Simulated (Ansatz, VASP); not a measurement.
# One calculation of Se, two programs

The input INCAR:

```
ALGO = Normal
EDIFF = 1E-7
EDIFFG = -0.002
ENCUT = 600
GGA = PE
IBRION = 2
ISIF = 3
ISMEAR = 0
IVDW = 12
LASPH = T
LCHARG = F
LREAL = F
LWAVE = F
NELM = 80
NSW = 100
PREC = Accurate
SIGMA = 0.02
```

Contents of KPOINTS:

```
k-points
0
Gamma
  12 12 8
```

POSCAR

```
Se
1.0
    4.0669563904      0.0000000000      0.0000000000
   -2.0334781952      3.5220875502      0.0000000000
    0.0000000000      0.0000000000      5.1287646854
Se
3
Direct
    0.2473598556      0.0000000000      0.3333333333
    0.0000000000      0.2473598556      0.6666666667
    0.7526401444      0.7526401444      0.0000000000
```

Input for Ansatz:

```yaml
crystal:
  lattice:
    - [4.066956399, 0.0, 0.0]
    - [-2.0334781995, 3.5220875577, 0.0]
    - [0.0, 0.0, 5.1287646804]
  atoms:
    - { symbol: Se, position: [0.2473598548, 0.0, 0.3333333333] }
    - { symbol: Se, position: [0.0, 0.2473598548, 0.6666666667] }
    - { symbol: Se, position: [0.7526401452, 0.7526401452, 0.0] }
basis:
  ecutwfc: 420
kpoints:
  mp_grid: { grid: [12, 12, 8] }
hamiltonian:
  xc: pbe
  dispersion: d3bj
  pseudopotentials: { kind: paw, azcp: { folder: soft_1 } }
scf:
  occupations: { method: gaussian, width: 0.02 }
output:
  forces: true
  stress: true
  eigenvalues: true
relax:
  adjacent_minimum: "off"
  f_tol: 0.002
  max_steps: 80
  cell: { stress_tol: 0.02 }
```

Alike in both runs: task relaxation of cell and atoms; functional PBE; dispersion D3(BJ); k mesh 12 × 12 × 8; occupations gaussian, width 0.02 eV; no spin polarisation.

|  | VASP | Ansatz |
| --- | --- | --- |
| version | VASP 6.6.1 | Ansatz 0.2.0 |
| potentials or method | VASP PAW PBE potentials, release 64 (Se), cutoff 600 eV | scalar-relativistic, plane waves, PAW |
| valence electrons in the cell | 18 | 48 |

|  | VASP | Ansatz | Ansatz less VASP |
| --- | --- | --- | --- |
| gap on the k mesh at the Fermi level, each at its own relaxed structure (eV) | 0.50 | 0.52 | +0.012 |
| relaxed volume (Å³/atom) | 24.50 | 24.49 | -0.011 |
| relaxed cell length with the largest relative difference (Å) | 5.132 | 5.129 | -0.0034 |

VASP's potentials hold 18 valence electrons a cell and Ansatz's 48, so a difference there can come from the potentials and not from the codes.
